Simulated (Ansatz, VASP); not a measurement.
**One calculation of Co, two programs**

The input INCAR:

```
SYSTEM = Co
PREC = Accurate ; ENCUT = 520
EDIFF = 1E-6 ; ISMEAR = -1
SIGMA = 0.1 ; LREAL = .FALSE.
LASPH = .TRUE. ; NELM = 60
ALGO = Normal ; ISIF = 2
LWAVE = .FALSE. ; LCHARG = .FALSE.
GGA = B5 ; ALDAX = 1.0
AGGAX = 1.0 ; AGGAC = 1.0
ALDAC = 0.0 ; NBANDS = 16
```

File KPOINTS:

```
Automatic mesh
0
G
  16 16 11
  0 0 0
```

POSCAR

```
Co
1.0
   -2.2420559190      2.2420737525      1.2759921885
    2.2420737525     -2.2420559190      1.2759921885
    2.2429990139      2.2429990139     -1.2759595264
Co
2
Direct
    0.0000023959      0.9999976041      1.0000000000
    0.7499976041      0.2500023959      0.5000000000
```

Input for Ansatz:

```yaml
crystal:
  lattice:
    - [-2.242055919, 2.2420737525, 1.2759921885]
    - [2.2420737525, -2.242055919, 1.2759921885]
    - [2.2429990139, 2.2429990139, -1.2759595264]
  atoms:
    - { symbol: Co, position: [2.3959e-06, 0.9999976041, 1.0] }
    - { symbol: Co, position: [0.7499976041, 0.2500023959, 0.5] }
hamiltonian:
  xc: blyp
  pseudopotentials:
    kind: paw
    azcp:
      Co: "pseudopotentials/Co.paw.azcp"
basis:
  ecutwfc: 420
  fft_grid_basis: typed
kpoints:
  mp_grid: { grid: [16, 16, 11], shift: [0, 0, 0] }
magnetization:
  spin_polarized: false
scf:
  occupations: { method: fermi_dirac, width: 0.1 }
  lower_state_search: "off"
output:
  stress: true
```

Alike in both runs: task single point; functional BLYP; k mesh 16 × 16 × 11; occupations fermi-dirac, width 0.1 eV; no spin polarisation.

|  | VASP | Ansatz |
| --- | --- | --- |
| version | VASP 6.6.1 | Ansatz 0.2.0 |
| potentials or method | VASP PAW PBE potentials, release 64 (Co), cutoff 520 eV | plane waves (420 eV) with PAW, scalar-relativistic |
| valence electrons in the cell | 18 | 34 |

VASP gave:

```
pressure (GPa)                                                : -11.5
traceless stress, the component that is largest in VASP (GPa) : 0.74
```

Task: Which values does Ansatz return?

Result: Pressure (GPa): -11.4; traceless stress, the component that is largest in VASP (GPa): 0.73.

VASP's potentials were made for PBE, not for BLYP. VASP's potentials hold 18 valence electrons a cell and Ansatz's 34, so a difference there can come from the potentials and not from the codes. Ansatz's warnings: near symmetry operations not taken.
